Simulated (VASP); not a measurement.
Set up this calculation in VASP 6.6.1, as the native input.

```yaml
Task: single point
Functional: BLYP
Potentials_or_basis: VASP PAW PBE potentials, release 64 (Hf_pv, O)
Cutoff: 600 eV
k_mesh: 8 × 8 × 8
Occupations: gaussian, width 0.05 eV
Spin: no spin polarisation
Dipole_correction: no
Further_INCAR_settings: ALGO = Normal; EDIFF = 1e-06; NBANDS = 18
```

The structure of HfO2 lies in POSCAR:

```
HfO2
1.0
    0.0000000000      2.5716145772      2.5716145772
    2.5716145772      0.0000000000      2.5716145772
    2.5716145772      2.5716145772      0.0000000000
Hf O
1 2
Direct
    0.0000000000      0.0000000000      0.0000000000
    0.2500000000      0.2500000000      0.2500000000
    0.7500000000      0.7500000000      0.7500000000
```

These files were run (other wordings do the same):

INCAR

```
PREC = Accurate
ENCUT = 600
EDIFF = 1E-6
ISMEAR = 0
SIGMA = 0.05
LREAL = False
LASPH = True
NELM = 120
ALGO = Normal
ISIF = 2
LWAVE = False
LCHARG = False
GGA = B5
ALDAX = 1.0
AGGAX = 1.0
AGGAC = 1.0
ALDAC = 0.0
NBANDS = 18
GGA_COMPAT = False
```

KPOINTS

```
regular mesh
0
Gamma
  8 8 8
```

Potentials or basis: VASP PAW PBE potentials, release 64 (Hf_pv, O).

Run with:

```console
$ cat potpaw_PBE.64/Hf_pv/POTCAR potpaw_PBE.64/O/POTCAR > POTCAR
$ mpirun -np 1 vasp_std > vasp.out
```

It gave:

```json
{
 "Pressure": "-3.0 GPa",
 "Band gap on the k mesh": "3.76 eV"
}
```

Caveat: the PAW data sets were made with another functional, which shifts forces and pressure a little; spin-orbit coupling is left out, which moves the levels of the heavy elements.

It took 41 s on 1 thread of Intel Xeon 8259CL (shared host), peak memory 0.18 GiB.
